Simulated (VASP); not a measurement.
# Os (P6_3/mmc) in VASP: a series of runs

Runs on Os. Level: PBEsol. Tasks: single point.

Everything below comes from runs of VASP 6.6.1. Logs are shortened: lines on timing, memory, paths and dates and some standing lists are left out, and cuts for length are marked.

## Step 1: The cell of the first run

It takes space group P6_3/mmc (No. 194, hexagonal). The conventional cell has a = 2.734 Å, b = 2.734 Å, c = 4.492 Å, α = 90.00°, β = 90.00°, γ = 120.00°. Within 3.6 Å of Os (site symmetry -6m2) lie 12 Os at 2.73 to 2.75 Å.

## Step 2: Single point, PBEsol (strain +0.000 along x and y, +0.040 along z)

The input, INCAR:

```
ALGO = Normal
EDIFF = 1E-7
ENCUT = 520
GGA = PS
ISIF = 2
ISMEAR = 0
LASPH = True
LCHARG = False
LREAL = False
LWAVE = False
NBANDS = 15
NELM = 80
PREC = Accurate
SIGMA = 0.15
```

The input, KPOINTS:

```
k-points
0
Gamma
  18 18 12
```

The input, POSCAR:

```
Os
1.0
    2.7340999755      0.0000000000      0.0000000000
   -1.3670499878      2.3678000353      0.0000000000
    0.0000000000      0.0000000000      4.4924880000
Os
2
Direct
    0.3333333333      0.6666666667      0.2500000000
    0.6666666667      0.3333333333      0.7500000000
```

Potentials or basis: VASP PAW PBE potentials, release 64 (Os).

On the command line:

```bash
$ cat potpaw_PBE.64/Os/POTCAR > POTCAR
$ mpirun -np 1 vasp_std > vasp.out
```

OUTCAR:

```text
EDIFF = 1E-7
   ENCUT = 520
   GGA = PS
   ISIF = 2
   ISMEAR = 0
   LASPH = True
   LREAL = False
   NELM = 80
   PREC = Accurate

 ion  position               nearest neighbor table
   1  0.333  0.667  0.250-   2 2.75   2 2.75   2 2.75   2 2.75   2 2.75   2 2.75
   2  0.667  0.333  0.750-   1 2.75   1 2.75   1 2.75   1 2.75   1 2.75   1 2.75

  LATTYP: Found a hexagonal cell.
 ALAT       =     2.7340999755
 C/A-ratio  =     1.6431323069

  Lattice vectors:

 A1 = (   2.7340999755,   0.0000000000,   0.0000000000)
 A2 = (  -1.3670499878,   2.3678000353,   0.0000000000)
 A3 = (   0.0000000000,   0.0000000000,   4.4924880000)

Analysis of symmetry for initial positions (statically):
=====================================================================
 Subroutine PRICEL returns:
 Original cell was already a primitive cell.

 Routine SETGRP: Setting up the symmetry group for a
 hexagonal supercell.

 Subroutine GETGRP returns: Found 24 space group operations
 (whereof 12 operations were pure point group operations)
 out of a pool of 24 trial point group operations.

The static configuration has the point symmetry D_3d.
 The point group associated with its full space group is D_6h.

Analysis of symmetry for dynamics (positions and initial velocities):
=====================================================================
 Subroutine PRICEL returns:
 Original cell was already a primitive cell.

 Routine SETGRP: Setting up the symmetry group for a
 hexagonal supercell.

 Subroutine GETGRP returns: Found 24 space group operations
 (whereof 12 operations were pure point group operations)
 out of a pool of 24 trial point group operations.

The dynamic configuration has the point symmetry D_3d.
 The point group associated with its full space group is D_6h.

 Subroutine INISYM returns: Found 24 space group operations
 (whereof 12 operations are pure point group operations),
 and found     1 'primitive' translations

----------------------------------------------------------------------------------------

                                     Primitive cell

  volume of cell :      29.0835

  direct lattice vectors                    reciprocal lattice vectors
     2.734099975  0.000000000  0.000000000     0.365751073  0.211166481  0.000000000
    -1.367049988  2.367800035  0.000000000     0.000000000  0.422332961  0.000000000
     0.000000000  0.000000000  4.492488000     0.000000000  0.000000000  0.222593805

  length of vectors
     2.734099975  2.734099976  4.492488000     0.422332961  0.422332961  0.222593805

  position of ions in fractional coordinates (direct lattice)
     0.333333333  0.666666667  0.250000000
     0.666666667  0.333333333  0.750000000

  ion indices of the primitive-cell ions
   primitive index   ion index
                 1           1
                 2           2

----------------------------------------------------------------------------------------

 KPOINTS: k-points

Automatic generation of k-mesh.
 Grid dimensions read from file:
 generate k-points for:   18   18   12

 Generating k-lattice:

  Cartesian coordinates                     Fractional coordinates (reciprocal lattice)
     0.020319504  0.011731471  0.000000000     0.055555556  0.000000000  0.000000000
     0.000000000  0.023462942  0.000000000     0.000000000  0.055555556  0.000000000
     0.000000000  0.000000000  0.018549484     0.000000000  0.000000000  0.083333333

  Length of vectors
     0.023462942  0.023462942  0.018549484

  Shift w.r.t. Gamma in fractional coordinates (k-lattice)
     0.000000000  0.000000000  0.000000000

 Subroutine IBZKPT returns following result:
 ===========================================

 Found    259 irreducible k-points:

 Following reciprocal coordinates:
            Coordinates               Weight
  0.000000  0.000000  0.000000      1.000000
  0.055556 -0.000000  0.000000      6.000000
  0.111111 -0.000000  0.000000      6.000000
  0.166667 -0.000000  0.000000      6.000000
  0.222222 -0.000000  0.000000      6.000000
  0.277778  0.000000  0.000000      6.000000
[... 16 lines left out ...]
  0.333333  0.111111  0.000000     12.000000
  0.388889  0.111111  0.000000     12.000000
 [... further k-points ...]
   k-points           NKPTS =    259   k-points in BZ     NKDIM =    259   number of bands    NBANDS=     15
   number of dos      NEDOS =    301   number of ions     NIONS =      2
   total plane-waves  NPLWV =  14400
   dimension x,y,z NGX =    20 NGY =   20 NGZ =   36
   dimension x,y,z NGXF=    40 NGYF=   40 NGZF=   72
   ions per type =               2
   NGX,Y,Z   is equivalent  to a cutoff of  12.16, 12.16, 13.32 a.u.
   NGXF,Y,Z  is equivalent  to a cutoff of  24.32, 24.32, 26.64 a.u.
 SYSTEM =  unknown system
   PREC   = accura    normal or accurate (medium, high low for compatibility)
   ISTART =      0    job   : 0-new  1-cont  2-samecut
   ICHARG =      2    charge: 1-file 2-atom 10-const
   ISPIN  =      1    spin polarized calculation?
   LNONCOLLINEAR =      F non collinear calculations
   LSORBIT =      F    spin-orbit coupling
   LASPH  =      T    aspherical Exc in radial PAW
   ENCUT  =  520.0 eV  38.22 Ry    6.18 a.u.   5.08  5.08  8.35*2*pi/ulx,y,z
   NELM   =     80;   NELMIN=  2; NELMDL= -5     # of ELM steps
   EDIFF  = 0.1E-06   stopping-criterion for ELM
   LREAL  =      F    real-space projection
   EDIFFG = 0.1E-05   stopping-criterion for IOM
   NSW    =      0    number of steps for IOM
   IBRION =     -1    ionic relax: 0-MD 1-quasi-New 2-CG
   NFREE  =      0    steps in history (QN), initial steepest desc. (CG)
   ISIF   =      2    stress and relaxation
   ISYM   =      2    0-nonsym 1-usesym 2-fastsym
   POTIM  = 0.5000    time-step for ionic-motion
   TEBEG  =    0.0;   TEEND  =   0.0 temperature during run
   PSTRESS=    0.0 pullay stress
   NELECT =      16.0000    total number of electrons
   NUPDOWN=      -1.0000    fix difference up-down
   EMIN   =  10.00;   EMAX   =-10.00  energy-range for DOS
   EFERMI =   0.00;   METHOD = LEGACY
   ISMEAR =     0;   SIGMA  =   0.15  broadening in eV -4-tet -1-fermi 0-gaus
   EFERMI_NEDOS =   21; number of points for ismear=-14 and -15
   IALGO  =     38    algorithm
   IMIX   =      4    mixing-type and parameters
     AMIX     =   0.40;   BMIX     =  1.00
     AMIX_MAG =   1.60;   BMIX_MAG =  1.00
  volume/ion in A,a.u.               =      14.54        98.13
  Fermi-wavevector in a.u.,A,eV,Ry     =   1.341424  2.534924 24.482570  1.799418
  Thomas-Fermi vector in A             =   2.469659
   LORBIT       =      0    0 simple, 1 ext, 2 COOP (PROOUT), +10 PAW based schemes
   GGA     = PS    functional components
   LHFCALC =     F    Hartree Fock is set to
   AEXX    =    0.0000 exact exchange contribution
   IVDW    =     0    specifies the selected vdW correction
   LEPSILON=     F    determine dielectric tensor
   LRPA    =     F    only Hartree local field effects (RPA)
 non-spin polarized calculation
 Gauss-broadening in eV      SIGMA  =   0.15
  energy-cutoff  :      520.00
  volume of cell :       29.08
 maximum number of plane-waves:       801
   NGX = 11   NGY = 11   NGZ = 17

 number of electron      16.0000000 magnetization

 Free energy of the ion-electron system (eV)
  ---------------------------------------------------
  ext. energy  EPLUGINS =         0.00000000
  ---------------------------------------------------
  free energy    TOTEN  =       -24.36500741 eV

  energy without entropy =      -24.35060115  energy(sigma->0) =      -24.35780428

 E-fermi :   8.7271     XC(G=0): -13.9339

 val. band max:        8.7191986542   @ k =   0.1111   0.0556   0.3333
 cond. band min:       8.7307785996   @ k =   0.0000   0.0000   0.3333
 fundamental gap:      0.0115799454
 Fermi energy:         8.7270991543

 k-point     1 :       0.0000    0.0000    0.0000
  band No.  band energies     occupation
      1      -1.9159      2.00000
      2       1.1963      2.00000
      3       5.6438      2.00000
      4       5.8836      2.00000
      5       5.8836      2.00000
      6       6.5741      2.00000
      7       6.5741      2.00000
      8       7.5895      2.00000
      9       7.5895      2.00000
     10       8.3059      1.99993
     11      10.3356      0.00000
     12      10.3356      0.00000
     13      16.8007      0.00000
     14      22.9859      0.00000
     15      24.8925      0.00000

 k-point     2 :       0.0556   -0.0000    0.0000
  band No.  band energies     occupation
      1      -1.7916      2.00000
      2       1.3129      2.00000
      3       5.4629      2.00000
      4       5.9932      2.00000
      5       6.0315      2.00000
      6       6.4939      2.00000
      7       6.6777      2.00000
      8       7.3947      2.00000
      9       7.5028      2.00000
     10       7.8570      2.00000
     11      10.3870      0.00000
     12      10.9914      0.00000
     13      16.7825      0.00000
     14      23.2412      0.00000
     15      25.0737      0.00000

 k-point     3 :       0.1111   -0.0000    0.0000
  band No.  band energies     occupation
      1      -1.4291      2.00000
      2       1.6406      2.00000
      3       5.1357      2.00000
      4       6.1798      2.00000
      5       6.3176      2.00000
      6       6.4043      2.00000
      7       6.5721      2.00000
      8       6.9834      2.00000
      9       7.2733      2.00000
     10       7.5043      2.00000
     11      10.5146      0.00000
     12      12.2143      0.00000
     13      16.7172      0.00000
     14      23.9233      0.00000
     15      25.5558      0.00000
[... 343 lines left out ...]
 k-point    23 :       0.3333    0.1111    0.0000
  band No.  band energies     occupation
      1       2.0488      2.00000
      2       2.4962      2.00000
      3       2.9238      2.00000
      4       5.0271      2.00000
      5       5.5154      2.00000
      6       6.2778      2.00000
      7       6.3836      2.00000
      8       9.3097      0.00000
      9      10.3773      0.00000
     10      10.7988      0.00000
     11      11.6535      0.00000
     12      16.8217      0.00000
     13      17.4152      0.00000
     14      19.2702      0.00000
     15      20.3254      0.00000

 k-point    24 :       0.3889    0.1111    0.0000
  band No.  band energies     occupation
      1       2.2323      2.00000
      2       2.3449      2.00000
      3       2.6750      2.00000
      4       5.4706      2.00000
      5       5.5043      2.00000
      6       6.0387      2.00000
      7       6.6736      2.00000
      8      10.1795      0.00000
      9      10.7700      0.00000
     10      10.8072      0.00000
     11      12.6459      0.00000
     12      15.6517      0.00000
     13      17.5813      0.00000
     14      19.2463      0.00000
     15      20.0866      0.00000

 [... further k-points ...]
[... 5 lines left out ...]
  --------------------------------------------------------------------------------------
  -------------------------------------------------------------------------------------
  Total       -1.8585234     -1.8585234     -5.8790088      0.0000000      0.0000000      0.0000000
  in kB     -102.3840444   -102.3840444   -323.8682338      0.0000000      0.0000000      0.0000000
  external PRESSURE =    -176.2121075 kB  Pullay stress =       0.0000000 kB

 VOLUME and BASIS-vectors are now :
 -----------------------------------------------------------------------------
  energy-cutoff  :      520.00
  volume of cell :       29.08
      direct lattice vectors                 reciprocal lattice vectors
     2.734099975  0.000000000  0.000000000     0.365751073  0.211166481  0.000000000
    -1.367049988  2.367800035  0.000000000     0.000000000  0.422332961  0.000000000
     0.000000000  0.000000000  4.492488000     0.000000000  0.000000000  0.222593805

 POSITION                                       TOTAL-FORCE (eV/Angst)
 -----------------------------------------------------------------------------------
     -0.00000      1.57853      1.12312         0.000000      0.000000      0.000000
      1.36705      0.78927      3.36937        -0.000000     -0.000000      0.000000
 -----------------------------------------------------------------------------------
    total drift:                               -0.000000      0.000000     -0.000000

  FREE ENERGIE OF THE ION-ELECTRON SYSTEM (eV)
  ---------------------------------------------------
  free  energy   TOTEN  =       -24.3650074051 eV

  energy  without entropy=      -24.3506011453  energy(sigma->0) =      -24.35780428
```

Run time: 89 s. Hardware: 1 thread of Oxide Virtual Turin-like, shared host; peak memory 0.18 GiB.

What came out:

```yaml
Free_energy: -24.3650 eV
Pressure: -17.6 GPa
Band_gap_on_the_k_mesh: zero (bands 8 and 9 overlap by 3.73 eV)
```

Stress tensor (GPa, compression positive):
```
-10.24   0.00   0.00
  0.00 -10.24   0.00
  0.00   0.00 -32.39
```

Caveat: the cell differs from its parent crystal (strain +0.000 along x and y, +0.040 along z); the stress differs along the axes, from -32 to -10 GPa; the PAW data sets were made with another functional, which shifts forces and pressure a little; spin-orbit coupling is left out, which moves the levels of the heavy elements.

## Step 3: Single point, PBEsol (strain +0.040 along x and y, -0.040 along z)

The input, INCAR:

```
SYSTEM = Os
  PREC = Accurate
  ENCUT = 520
  EDIFF = 1E-6
  ISMEAR = 0
  SIGMA = 0.15
  LREAL = .FALSE.
  LASPH = .TRUE.
  NELM = 100
  ALGO = Fast
  ISIF = 2
  LWAVE = .FALSE.
  LCHARG = .FALSE.
  GGA = PS
  NBANDS = 15
```

The input, KPOINTS:

```
Automatic mesh
0
G
  18 18 12
  0 0 0
```

The input, POSCAR:

```
Os
1.0
    2.8434639745      0.0000000000      0.0000000000
   -1.4217319873      2.4625120367      0.0000000000
    0.0000000000      0.0000000000      4.1469120000
Os
2
Direct
    0.3333333333      0.6666666667      0.2500000000
    0.6666666667      0.3333333333      0.7500000000
```

Potentials or basis: VASP PAW PBE potentials, release 64 (Os).

On the command line:

```bash
$ cat potpaw_PBE.64/Os/POTCAR > POTCAR
$ mpirun -np 1 vasp_std > vasp.out
```

Run time: 2.2 min. Hardware: 1 thread of Oxide Virtual Turin-like, shared host; peak memory 0.19 GiB.

The run converged. Its results:

| Property | Result |
| --- | --- |
| Free energy | -24.2463 eV |
| Pressure | -13.0 GPa |
| Band gap on the k mesh | zero (bands 8 and 9 overlap by 3.58 eV) |

Stress tensor (GPa, compression positive):
```
-25.39   0.00   0.00
  0.00 -25.39   0.00
  0.00   0.00  11.77
```

Levels at points of the mesh, in eV from the Fermi level:
| k point | band 5 | band 6 | band 7 | band 8 | band 9 | band 10 | band 11 | band 12 |
| --- | --- | --- | --- | --- | --- | --- | --- | --- |
| (0.00, 0.00, 0.00) | -2.20 | -2.20 | -2.04 | -2.04 | -1.82 | 0.92 | 1.56 | 1.56 |
| (0.50, 0.00, 0.00) | -3.16 | -1.97 | -1.26 | 1.26 | 2.04 | 2.96 | 3.80 | 4.93 |
| (0.00, 0.00, 0.50) | -3.50 | -3.50 | -3.02 | -3.02 | 0.96 | 0.96 | 0.96 | 0.96 |
| (0.50, 0.00, 0.50) | -1.53 | -1.53 | -0.26 | -0.26 | 1.76 | 1.76 | 2.96 | 2.96 |

Caveat: the cell differs from its parent crystal (strain +0.040 along x and y, -0.040 along z); the stress differs along the axes, from -25 to 12 GPa; the PAW data sets were made with another functional, which shifts forces and pressure a little; spin-orbit coupling is left out, which moves the levels of the heavy elements.

(Continued in part 2 of 2.)

The gap in the log of VASP goes by the Fermi energy; the results here count the filled bands.